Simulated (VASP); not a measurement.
# NaCl (Fm-3m) in VASP: single point with PBE

Aim: the single point of NaCl with PBE.

All numbers are computed with VASP 6.6.1; they aren't measurements. Logs are shortened: lines on timing, memory, paths and dates and some standing lists are left out, and cuts for length are marked.

### Step 1. The cell of the first run

It takes space group Fm-3m (No. 225, cubic). The conventional cell has a = 5.663 Å, b = 5.663 Å, c = 5.663 Å, α = 90.00°, β = 90.00°, γ = 90.00°. Na (site symmetry m-3m) has 6 Cl at 2.83 Å within 3.7 Å. Cl (site symmetry m-3m) has 6 Na at 2.83 Å within 3.7 Å.

### Step 2. Single point, PBE

The input, INCAR:

```
ALGO = Normal
EDIFF = 1E-6
ENCUT = 520
GGA = PE
ISIF = 2
ISMEAR = -1
LASPH = T
LCHARG = T
LELF = T
LREAL = F
LVHAR = T
LWAVE = F
NBANDS = 14
NELM = 80
PREC = Accurate
SIGMA = 0.03
```

The input, KPOINTS:

```
k-points
0
Gamma
  8 8 8
```

The input, POSCAR:

```
NaCl
1.0
    0.0000000000      2.8317500000      2.8317500000
    2.8317500000      0.0000000000      2.8317500000
    2.8317500000      2.8317500000      0.0000000000
Na Cl
1 1
Direct
    0.0000000000      0.0000000000      0.0000000000
    0.5000000000      0.5000000000      0.5000000000
```

Potentials or basis: VASP PAW PBE potentials, release 64 (Na_pv, Cl).

Run with:

```bash
> cat potpaw_PBE.64/Na_pv/POTCAR potpaw_PBE.64/Cl/POTCAR > POTCAR
> mpirun -np 1 vasp_std > vasp.out
```

OUTCAR:

```text
EDIFF = 1E-6
   ENCUT = 520
   GGA = PE
   ISIF = 2
   ISMEAR = -1
   LASPH = T
   LREAL = F
   NELM = 80
   PREC = Accurate

 ion  position               nearest neighbor table
   1  0.000  0.000  0.000-
   2  0.500  0.500  0.500-

  LATTYP: Found a face centered cubic cell.
 ALAT       =     5.6635000000

  Lattice vectors:

 A1 = (   0.0000000000,   2.8317500000,   2.8317500000)
 A2 = (   2.8317500000,   0.0000000000,   2.8317500000)
 A3 = (   2.8317500000,   2.8317500000,   0.0000000000)

Analysis of symmetry for initial positions (statically):
=====================================================================
 Subroutine PRICEL returns:
 Original cell was already a primitive cell.

 Routine SETGRP: Setting up the symmetry group for a
 face centered cubic supercell.

 Subroutine GETGRP returns: Found 48 space group operations
 (whereof 48 operations were pure point group operations)
 out of a pool of 48 trial point group operations.

The static configuration has the point symmetry O_h .

Analysis of symmetry for dynamics (positions and initial velocities):
=====================================================================
 Subroutine PRICEL returns:
 Original cell was already a primitive cell.

 Routine SETGRP: Setting up the symmetry group for a
 face centered cubic supercell.

 Subroutine GETGRP returns: Found 48 space group operations
 (whereof 48 operations were pure point group operations)
 out of a pool of 48 trial point group operations.

The dynamic configuration has the point symmetry O_h .

 Subroutine INISYM returns: Found 48 space group operations
 (whereof 48 operations are pure point group operations),
 and found     1 'primitive' translations

----------------------------------------------------------------------------------------

                                     Primitive cell

  volume of cell :      45.4145

  direct lattice vectors                    reciprocal lattice vectors
     0.000000000  2.831750000  2.831750000    -0.176569259  0.176569259  0.176569259
     2.831750000  0.000000000  2.831750000     0.176569259 -0.176569259  0.176569259
     2.831750000  2.831750000  0.000000000     0.176569259  0.176569259 -0.176569259

  length of vectors
     4.004699255  4.004699255  4.004699255     0.305826928  0.305826928  0.305826928

  position of ions in fractional coordinates (direct lattice)
     0.000000000  0.000000000  0.000000000
     0.500000000  0.500000000  0.500000000

  ion indices of the primitive-cell ions
   primitive index   ion index
                 1           1
                 2           2

----------------------------------------------------------------------------------------

 KPOINTS: k-points

Automatic generation of k-mesh.
 Grid dimensions read from file:
 generate k-points for:    8    8    8

 Generating k-lattice:

  Cartesian coordinates                     Fractional coordinates (reciprocal lattice)
    -0.022071157  0.022071157  0.022071157     0.125000000  0.000000000  0.000000000
     0.022071157 -0.022071157  0.022071157     0.000000000  0.125000000  0.000000000
     0.022071157  0.022071157 -0.022071157     0.000000000  0.000000000  0.125000000

  Length of vectors
     0.038228366  0.038228366  0.038228366

  Shift w.r.t. Gamma in fractional coordinates (k-lattice)
     0.000000000  0.000000000  0.000000000

 Subroutine IBZKPT returns following result:
 ===========================================

 Found     29 irreducible k-points:

 Following reciprocal coordinates:
            Coordinates               Weight
  0.000000  0.000000  0.000000      1.000000
  0.125000  0.000000  0.000000      8.000000
  0.250000  0.000000  0.000000      8.000000
  0.375000  0.000000  0.000000      8.000000
  0.500000  0.000000  0.000000      4.000000
  0.125000  0.125000  0.000000      6.000000
[... 16 lines left out ...]
  0.500000  0.250000  0.125000     48.000000
 -0.375000  0.250000  0.125000     24.000000
 [... further k-points ...]
   k-points           NKPTS =     29   k-points in BZ     NKDIM =     29   number of bands    NBANDS=     14
   number of dos      NEDOS =    301   number of ions     NIONS =      2
   total plane-waves  NPLWV =  27000
   dimension x,y,z NGX =    30 NGY =   30 NGZ =   30
   dimension x,y,z NGXF=    60 NGYF=   60 NGZF=   60
   ions per type =               1   1
   NGX,Y,Z   is equivalent  to a cutoff of  12.45, 12.45, 12.45 a.u.
   NGXF,Y,Z  is equivalent  to a cutoff of  24.91, 24.91, 24.91 a.u.
 SYSTEM =  unknown system
   PREC   = accura    normal or accurate (medium, high low for compatibility)
   ISTART =      0    job   : 0-new  1-cont  2-samecut
   ICHARG =      2    charge: 1-file 2-atom 10-const
   ISPIN  =      1    spin polarized calculation?
   LNONCOLLINEAR =      F non collinear calculations
   LSORBIT =      F    spin-orbit coupling
   LASPH  =      T    aspherical Exc in radial PAW
   ENCUT  =  520.0 eV  38.22 Ry    6.18 a.u.   7.45  7.45  7.45*2*pi/ulx,y,z
   NELM   =     80;   NELMIN=  2; NELMDL= -5     # of ELM steps
   EDIFF  = 0.1E-05   stopping-criterion for ELM
   LREAL  =      F    real-space projection
   EDIFFG = 0.1E-04   stopping-criterion for IOM
   NSW    =      0    number of steps for IOM
   IBRION =     -1    ionic relax: 0-MD 1-quasi-New 2-CG
   NFREE  =      0    steps in history (QN), initial steepest desc. (CG)
   ISIF   =      2    stress and relaxation
   ISYM   =      2    0-nonsym 1-usesym 2-fastsym
   POTIM  = 0.5000    time-step for ionic-motion
   TEBEG  =    0.0;   TEEND  =   0.0 temperature during run
   PSTRESS=    0.0 pullay stress
   NELECT =      14.0000    total number of electrons
   NUPDOWN=      -1.0000    fix difference up-down
   EMIN   =  10.00;   EMAX   =-10.00  energy-range for DOS
   EFERMI =   0.00;   METHOD = LEGACY
   ISMEAR =    -1;   SIGMA  =   0.03  broadening in eV -4-tet -1-fermi 0-gaus
   EFERMI_NEDOS =   21; number of points for ismear=-14 and -15
   IALGO  =     38    algorithm
   IMIX   =      4    mixing-type and parameters
     AMIX     =   0.40;   BMIX     =  1.00
     AMIX_MAG =   1.60;   BMIX_MAG =  1.00
  volume/ion in A,a.u.               =      22.71       153.24
  Fermi-wavevector in a.u.,A,eV,Ry     =   1.105909  2.089864 16.640388  1.223034
  Thomas-Fermi vector in A             =   2.242402
   LORBIT       =      0    0 simple, 1 ext, 2 COOP (PROOUT), +10 PAW based schemes
   GGA     = PE    functional components
   LHFCALC =     F    Hartree Fock is set to
   AEXX    =    0.0000 exact exchange contribution
   IVDW    =     0    specifies the selected vdW correction
   LEPSILON=     F    determine dielectric tensor
   LRPA    =     F    only Hartree local field effects (RPA)
 non-spin polarized calculation
  energy-cutoff  :      520.00
  volume of cell :       45.41
 maximum number of plane-waves:      1243
 NGX is ok and might be reduce to    30
   NGX = 15   NGY = 15   NGZ = 15

 number of electron      13.9999993 magnetization

 Free energy of the ion-electron system (eV)
  ---------------------------------------------------
  ext. energy  EPLUGINS =         0.00000000
  ---------------------------------------------------
  free energy    TOTEN  =        -6.77680937 eV

  energy without entropy =       -6.77680937  energy(sigma->0) =       -6.77680937

 E-fermi :  -0.0876     XC(G=0):  -8.1131

 val. band max:       -0.8032004046   @ k =   0.0000   0.0000   0.0000
 cond. band min:       4.2561175253   @ k =   0.0000   0.0000   0.0000
 fundamental gap:      5.0593179299
 Fermi energy:        -0.0876256198

 k-point     1 :       0.0000    0.0000    0.0000
  band No.  band energies     occupation
      1     -21.6461      2.00000
      2     -21.6461      2.00000
      3     -21.6461      2.00000
      4     -13.4341      2.00000
      5      -0.8032      2.00000
      6      -0.8032      2.00000
      7      -0.8032      2.00000
      8       4.2561      0.00000
      9      10.3042      0.00000
     10      10.3042      0.00000
     11      10.3042      0.00000
     12      12.4487      0.00000
     13      12.4487      0.00000
     14      14.0339      0.00000

 k-point     2 :       0.1250    0.0000    0.0000
  band No.  band energies     occupation
      1     -21.6502      2.00000
      2     -21.6464      2.00000
      3     -21.6464      2.00000
      4     -13.3889      2.00000
      5      -1.1643      2.00000
      6      -0.8428      2.00000
      7      -0.8428      2.00000
      8       4.7468      0.00000
      9       9.7609      0.00000
     10      10.4928      0.00000
     11      10.4928      0.00000
     12      12.1815      0.00000
     13      12.1815      0.00000
     14      14.9284      0.00000

 k-point     3 :       0.2500    0.0000    0.0000
  band No.  band energies     occupation
      1     -21.6599      2.00000
      2     -21.6471      2.00000
      3     -21.6471      2.00000
      4     -13.2765      2.00000
      5      -1.8778      2.00000
      6      -0.9353      2.00000
      7      -0.9353      2.00000
      8       5.7219      0.00000
      9       9.1803      0.00000
     10      10.5698      0.00000
     11      10.5698      0.00000
     12      12.3937      0.00000
     13      12.3937      0.00000
     14      14.7144      0.00000
[... 324 lines left out ...]
 k-point    23 :       0.5000    0.2500    0.1250
  band No.  band energies     occupation
      1     -21.6661      2.00000
      2     -21.6533      2.00000
      3     -21.6495      2.00000
      4     -13.1156      2.00000
      5      -2.3060      2.00000
      6      -1.4718      2.00000
      7      -1.1525      2.00000
      8       7.3130      0.00000
      9       8.7193      0.00000
     10       9.1166      0.00000
     11      11.0646      0.00000
     12      12.8731      0.00000
     13      15.1879      0.00000
     14      15.6502      0.00000

 k-point    24 :      -0.3750    0.2500    0.1250
  band No.  band energies     occupation
      1     -21.6682      2.00000
      2     -21.6538      2.00000
      3     -21.6502      2.00000
      4     -13.0787      2.00000
      5      -2.4199      2.00000
      6      -1.5476      2.00000
      7      -1.2045      2.00000
      8       7.4948      0.00000
      9       8.6828      0.00000
     10       9.4086      0.00000
     11      10.8831      0.00000
     12      13.4828      0.00000
     13      14.7263      0.00000
     14      15.7641      0.00000

 [... further k-points ...]
[... 5 lines left out ...]
  --------------------------------------------------------------------------------------
  -------------------------------------------------------------------------------------
  Total        0.1121166      0.1121166      0.1121166      0.0000000     -0.0000000      0.0000000
  in kB        3.9553573      3.9553573      3.9553573      0.0000000     -0.0000000      0.0000000
  external PRESSURE =       3.9553573 kB  Pullay stress =       0.0000000 kB

 VOLUME and BASIS-vectors are now :
 -----------------------------------------------------------------------------
  energy-cutoff  :      520.00
  volume of cell :       45.41
      direct lattice vectors                 reciprocal lattice vectors
     0.000000000  2.831750000  2.831750000    -0.176569259  0.176569259  0.176569259
     2.831750000  0.000000000  2.831750000     0.176569259 -0.176569259  0.176569259
     2.831750000  2.831750000  0.000000000     0.176569259  0.176569259 -0.176569259

 POSITION                                       TOTAL-FORCE (eV/Angst)
 -----------------------------------------------------------------------------------
      0.00000      0.00000      0.00000         0.000000     -0.000000     -0.000000
      2.83175      2.83175      2.83175        -0.000000      0.000000      0.000000
 -----------------------------------------------------------------------------------
    total drift:                               -0.000000      0.000000      0.000000

  FREE ENERGIE OF THE ION-ELECTRON SYSTEM (eV)
  ---------------------------------------------------
  free  energy   TOTEN  =        -6.7768093657 eV

  energy  without entropy=       -6.7768093657  energy(sigma->0) =       -6.77680937
```

It took 24 s on 1 thread of AMD EPYC 7R43 (Zen 3), shared host; peak memory 0.12 GiB.

Results:

- Free energy: -6.7768 eV
- Pressure: 0.4 GPa
- Band gap on the k mesh: 5.06 eV, direct
